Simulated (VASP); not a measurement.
# Al (P6_3/mmc) in VASP: single point with PBEsol

Aim: the single point of Al with PBEsol.

Everything below comes from runs of VASP 6.6.1. Logs are shortened: lines on timing, memory, paths and dates and some standing lists are left out, and cuts for length are marked.

## Step 1: The cell of the first run

It takes space group P6_3/mmc (No. 194, hexagonal). Conventional cell: a = 2.850 Å, b = 2.850 Å, c = 4.637 Å, α = 90.00°, β = 90.00°, γ = 120.00°. Al (site symmetry -6m2) has 12 Al at 2.84 to 2.85 Å within 3.7 Å.

## Step 2: Single point, PBEsol

INCAR reads:

```
SYSTEM = Al
PREC = Accurate
ENCUT = 500
EDIFF = 1E-6
ISMEAR = 0
SIGMA = 0.1
LREAL = .FALSE.
LASPH = .TRUE.
NELM = 120
ALGO = Normal
ISIF = 2
LWAVE = .FALSE.
LCHARG = .FALSE.
GGA = PS
NBANDS = 10
GGA_COMPAT = .FALSE.
```

KPOINTS reads:

```
regular mesh
0
G
  6 6 4
  0 0 0
```

POSCAR reads:

```
Al
1.0
    2.8502423163      0.0000000000      0.0000000000
   -1.4251211582      2.4683822529      0.0000000000
    0.0000000000      0.0000000000      4.6365687234
Al
2
Direct
    0.3333333333      0.6666666667      0.2500000000
    0.6666666667      0.3333333333      0.7500000000
```

Potentials or basis: VASP PAW PBE potentials, release 64 (Al).

On the command line:

```
cat potpaw_PBE.64/Al/POTCAR > POTCAR
mpirun -np 1 vasp_std > vasp.out
```

OUTCAR:

```text
SYSTEM = Al
   PREC = Accurate
   ENCUT = 500
   EDIFF = 1E-6
   ISMEAR = 0
   LREAL = .FALSE.
   LASPH = .TRUE.
   NELM = 120
   ISIF = 2
   GGA = PS

 ion  position               nearest neighbor table
   1  0.333  0.667  0.250-   2 2.84   2 2.84   2 2.84   2 2.84   2 2.84   2 2.84
   2  0.667  0.333  0.750-   1 2.84   1 2.84   1 2.84   1 2.84   1 2.84   1 2.84

  LATTYP: Found a hexagonal cell.
 ALAT       =     2.8502423163
 C/A-ratio  =     1.6267279090

  Lattice vectors:

 A1 = (   2.8502423163,   0.0000000000,   0.0000000000)
 A2 = (  -1.4251211582,   2.4683822529,   0.0000000000)
 A3 = (   0.0000000000,   0.0000000000,   4.6365687234)

Analysis of symmetry for initial positions (statically):
=====================================================================
 Subroutine PRICEL returns:
 Original cell was already a primitive cell.

 Routine SETGRP: Setting up the symmetry group for a
 hexagonal supercell.

 Subroutine GETGRP returns: Found 24 space group operations
 (whereof 12 operations were pure point group operations)
 out of a pool of 24 trial point group operations.

The static configuration has the point symmetry D_3d.
 The point group associated with its full space group is D_6h.

Analysis of symmetry for dynamics (positions and initial velocities):
=====================================================================
 Subroutine PRICEL returns:
 Original cell was already a primitive cell.

 Routine SETGRP: Setting up the symmetry group for a
 hexagonal supercell.

 Subroutine GETGRP returns: Found 24 space group operations
 (whereof 12 operations were pure point group operations)
 out of a pool of 24 trial point group operations.

The dynamic configuration has the point symmetry D_3d.
 The point group associated with its full space group is D_6h.

 Subroutine INISYM returns: Found 24 space group operations
 (whereof 12 operations are pure point group operations),
 and found     1 'primitive' translations

----------------------------------------------------------------------------------------

                                     Primitive cell

  volume of cell :      32.6205

  direct lattice vectors                    reciprocal lattice vectors
     2.850242316  0.000000000  0.000000000     0.350847363  0.202561819  0.000000000
    -1.425121158  2.468382253  0.000000000     0.000000000  0.405123639  0.000000000
     0.000000000  0.000000000  4.636568723     0.000000000  0.000000000  0.215676734
[... 86 lines left out ...]
   ISIF   =      2    stress and relaxation
   ISYM   =      2    0-nonsym 1-usesym 2-fastsym
   POTIM  = 0.5000    time-step for ionic-motion
   TEBEG  =    0.0;   TEEND  =   0.0 temperature during run
   PSTRESS=    0.0 pullay stress
   NELECT =       6.0000    total number of electrons
   NUPDOWN=      -1.0000    fix difference up-down
   EMIN   =  10.00;   EMAX   =-10.00  energy-range for DOS
   EFERMI =   0.00;   METHOD = LEGACY
   ISMEAR =     0;   SIGMA  =   0.10  broadening in eV -4-tet -1-fermi 0-gaus
   EFERMI_NEDOS =   21; number of points for ismear=-14 and -15
   IALGO  =     38    algorithm
   IMIX   =      4    mixing-type and parameters
     AMIX     =   0.40;   BMIX     =  1.00
     AMIX_MAG =   1.60;   BMIX_MAG =  1.00
  volume/ion in A,a.u.               =      16.31       110.07
  Fermi-wavevector in a.u.,A,eV,Ry     =   0.931026  1.759383 11.793647  0.866809
  Thomas-Fermi vector in A             =   2.057476
   LORBIT       =      0    0 simple, 1 ext, 2 COOP (PROOUT), +10 PAW based schemes
   GGA     = PS    functional components
   LHFCALC =     F    Hartree Fock is set to
   AEXX    =    0.0000 exact exchange contribution
   IVDW    =     0    specifies the selected vdW correction
   LEPSILON=     F    determine dielectric tensor
   LRPA    =     F    only Hartree local field effects (RPA)
 non-spin polarized calculation
 Gauss-broadening in eV      SIGMA  =   0.10
  energy-cutoff  :      500.00
  volume of cell :       32.62
 maximum number of plane-waves:       840
 NGX is ok and might be reduce to    24
   NGX = 11   NGY = 11   NGZ = 17

 number of electron       6.0000000 magnetization

 Free energy of the ion-electron system (eV)
  ---------------------------------------------------
  ext. energy  EPLUGINS =         0.00000000
  ---------------------------------------------------
  free energy    TOTEN  =        -8.14368375 eV

  energy without entropy =       -8.14154134  energy(sigma->0) =       -8.14261254

 E-fermi :   8.0378     XC(G=0): -10.3003

 val. band max:        7.8593466671   @ k =   0.1667   0.0000   0.2500
 cond. band min:       8.1326000494   @ k =   0.3333   0.1667   0.0000
 fundamental gap:      0.2732533823
 Fermi energy:         8.0377896823

 k-point     1 :       0.0000    0.0000    0.0000
  band No.  band energies     occupation
      1      -3.1418      2.00000
      2       3.4676      2.00000
      3       3.7072      2.00000
      4      18.6564      0.00000
      5      18.6564      0.00000
      6      19.0403      0.00000
      7      19.0403      0.00000
      8      20.2575      0.00000
      9      22.1392      0.00000
     10      22.6301      0.00000
[... 248 lines left out ...]
 k-point    21 :       0.3333    0.3333    0.5000
  band No.  band energies     occupation
      1       5.6931      2.00000
      2       5.6931      2.00000
      3       6.4763      2.00000
      4       6.4763      2.00000
      5       7.0641      2.00000
      6       7.0641      2.00000
      7      18.2924      0.00000
      8      18.2924      0.00000
      9      19.5120      0.00000
     10      19.5120      0.00000

------------------------ aborting loop because EDIFF is reached ----------------------------------------

  FORCE on cell =-STRESS in cart. coord.  units (eV):
  Direction    XX          YY          ZZ          XY          YZ          ZX
  --------------------------------------------------------------------------------------
  -------------------------------------------------------------------------------------
  Total       -0.1709199     -0.1709199      0.4404870      0.0000000     -0.0000000      0.0000000
  in kB       -8.3948395     -8.3948395     21.6347956      0.0000000     -0.0000000      0.0000000
  external PRESSURE =       1.6150389 kB  Pullay stress =       0.0000000 kB

 VOLUME and BASIS-vectors are now :
 -----------------------------------------------------------------------------
  energy-cutoff  :      500.00
  volume of cell :       32.62
      direct lattice vectors                 reciprocal lattice vectors
     2.850242316  0.000000000  0.000000000     0.350847363  0.202561819  0.000000000
    -1.425121158  2.468382253  0.000000000     0.000000000  0.405123639  0.000000000
     0.000000000  0.000000000  4.636568723     0.000000000  0.000000000  0.215676734

 POSITION                                       TOTAL-FORCE (eV/Angst)
 -----------------------------------------------------------------------------------
     -0.00000      1.64559      1.15914         0.000000     -0.000000      0.000000
      1.42512      0.82279      3.47743        -0.000000      0.000000      0.000000
 -----------------------------------------------------------------------------------
    total drift:                               -0.000000      0.000000     -0.000000

  FREE ENERGIE OF THE ION-ELECTRON SYSTEM (eV)
  ---------------------------------------------------
  free  energy   TOTEN  =        -8.1436837470 eV

  energy  without entropy=       -8.1415413400  energy(sigma->0) =       -8.14261254
```

stdout:

```text
POSCAR found type information on POSCAR Al
 POSCAR found :  1 types and       2 ions
 scaLAPACK will be used
 -----------------------------------------------------------------------------
|                                                                             |
|                                                                             |
|     You enforced a specific xc type in the INCAR file but a different       |
|     I HOPE YOU KNOW WHAT YOU ARE DOING!                                     |
|                                                                             |
 -----------------------------------------------------------------------------

 LDA part: xc-table for (Slater+PW92), standard interpolation
 POSCAR, INCAR and KPOINTS ok, starting setup
 FFT: planning ... GRIDC
 FFT: planning ... GRID_SOFT
 FFT: planning ... GRID
 WAVECAR not read
 entering main loop
```

Wall time 2.3 s (1 thread of Intel Xeon 6975P-C (Granite Rapids), shared host); peak memory 0.14 GiB.

What came out:

```
Free energy            : -8.1437 eV
Pressure               : 0.2 GPa
Band gap on the k mesh : zero (band 3 reaches 12.11 eV, above the bottom of band 4 at 4.83 eV)
```

Levels at points of the mesh, in eV from the Fermi level:
```
           k point  band 1  band 2  band 3  band 4  band 5  band 6  band 7
(0.00, 0.00, 0.00)  -11.18   -4.57   -4.33   10.62   10.62   11.00   11.00
(0.50, 0.00, 0.00)   -5.33   -5.16    0.65    1.21    1.53    1.83    5.62
(0.00, 0.00, 0.50)   -9.47   -9.47    3.57    3.57   11.85   11.85   11.85
(0.50, 0.00, 0.50)   -3.93   -3.93   -3.21   -3.21    7.09    7.09    7.64
```

Caveat: the k points lie up to 0.42 Å⁻¹ apart; the PAW data sets were made with another functional, which shifts forces and pressure a little.
